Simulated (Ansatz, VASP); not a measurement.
**IrAu in VASP and in Ansatz**

```
Ir Au
1.0
     0.00000    2.64846    2.64846
     2.64846    0.00000    2.64846
     2.64846    2.64846    0.00000
Ir Au
1 1
Direct
  0.00000 0.00000 0.00000
  0.50000 0.50000 0.50000
```

Alike in both runs: functional PBE; k mesh 18 × 18 × 18; occupations gaussian, width 0.1 eV; no spin polarisation.

Ansatz relaxed the structure, and its values are those at the end. VASP's run is a single point on that final structure, the one shown.

|  | VASP | Ansatz |
| --- | --- | --- |
| version | VASP 6.6.1 | Ansatz 0.2.0 |
| potentials or method | VASP PAW PBE potentials, release 64 (Ir, Au), cutoff 520 eV | scalar-relativistic, plane waves, PAW |
| valence electrons in the cell | 20 | 36 |

|  | VASP | Ansatz | Ansatz less VASP |
| --- | --- | --- | --- |
| gap on the k mesh at the Fermi level (eV) | none | none | - |
| pressure (GPa) | -0.1 | 0.0 | +0.14 |

A gap of «none» marks a metal or a gap that the smearing closes. With one functional, cell and mesh, what is left measures potentials, basis and numerics. VASP's potentials hold 20 valence electrons a cell and Ansatz's 36, so a difference there can come from the potentials and not from the codes.

Neither program's run includes spin-orbit coupling.
